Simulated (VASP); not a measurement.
Wanted: the native input for a VASP 6.6.1 run.

* Task: single point
* Functional: PBE
* Potentials or basis: VASP PAW PBE potentials, release 64 (Zr_sv, O)
* Cutoff: 520 eV
* k mesh: 11 × 11 × 11
* Occupations: fermi-dirac, width 0.0612256 eV
* Spin: no spin polarisation
* Dipole correction: no
* Further INCAR settings: ALGO = Normal; EDIFF = 1e-06; NBANDS = 53

The structure of Zr2O3 lies in POSCAR:

```
Zr2O3
1.0
    5.1361387569      0.0000000000      0.0000000000
    0.0000000000      5.1361387569      0.0000000000
    0.0000000000      0.0000000000      5.1361387569
Zr O
4 6
Direct
    0.2500000000      0.2500000000      0.2500000000
    0.7500000000      0.7500000000      0.2500000000
    0.7500000000      0.2500000000      0.7500000000
    0.2500000000      0.7500000000      0.7500000000
    0.5000000000      0.0000000000      0.0000000000
    0.0000000000      0.5000000000      0.0000000000
    0.0000000000      0.0000000000      0.5000000000
    0.5000000000      0.5000000000      0.0000000000
    0.5000000000      0.0000000000      0.5000000000
    0.0000000000      0.5000000000      0.5000000000
```

One way to write it, as run:

INCAR

```
PREC = Accurate
ENCUT = 520
EDIFF = 1E-6
ISMEAR = -1
SIGMA = 0.06122561905347299
LREAL = False
LASPH = True
NELM = 60
ALGO = Normal
ISIF = 2
LWAVE = False
LCHARG = False
GGA = PE
NBANDS = 53
```

KPOINTS

```
regular mesh
0
Gamma
  11 11 11
```

Potentials or basis: VASP PAW PBE potentials, release 64 (Zr_sv, O).

The run is started by

```console
$ cat potpaw_PBE.64/Zr_sv/POTCAR potpaw_PBE.64/O/POTCAR > POTCAR
$ mpirun -np 1 vasp_std > vasp.out
```

Results of the run:

| Item | Value |
| --- | --- |
| Pressure | -6.9 GPa |
| Band gap on the k mesh | zero (bands 42 and 43 overlap by 0.36 eV) |

Caveat: the cell stands under tension.

It took 11 min on 1 thread of Oxide Virtual Turin-like Processor, on a shared host, peak memory 0.39 GiB.
